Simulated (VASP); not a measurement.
Cd, 2 atoms in the cell. Symmetry: P6_3/mmc, No. 194, hexagonal system. The conventional cell has a = 2.951 Å, b = 2.951 Å, c = 5.884 Å, α = 90.00°, β = 90.00°, γ = 120.00°. Cd (site symmetry -6m2) has 12 Cd at 2.95 to 3.40 Å within 3.9 Å. 

* Program: VASP 6.6.1
* Task: single point
* Functional: r2SCAN
* Potentials or basis: VASP PAW PBE potentials, release 64 (Cd)
* Cutoff: 520 eV
* k mesh: 2 × 2 × 1
* Occupations: fermi-dirac, width 0.1 eV
* Spin: no spin polarisation
* Dipole correction: no
* Further INCAR settings: ALGO = Normal; EDIFF = 1e-06; NBANDS = 19

Potentials or basis: VASP PAW PBE potentials, release 64 (Cd).

Command:

```bash
$ cat potpaw_PBE.64/Cd/POTCAR > POTCAR
$ cp INCAR.step1 INCAR
$ mpirun -np 1 vasp_std > vasp.out
$ cp INCAR.step2 INCAR
$ mpirun -np 1 vasp_std > vasp.out
```

Hardware: 1 thread of Intel Xeon 8259CL, with other jobs on the host.

Problem. How long does it take, and how much memory?

Solution. It took 35 s on 1 thread of Intel Xeon 8259CL (shared host), peak memory 0.17 GiB. Counts: k points 2.
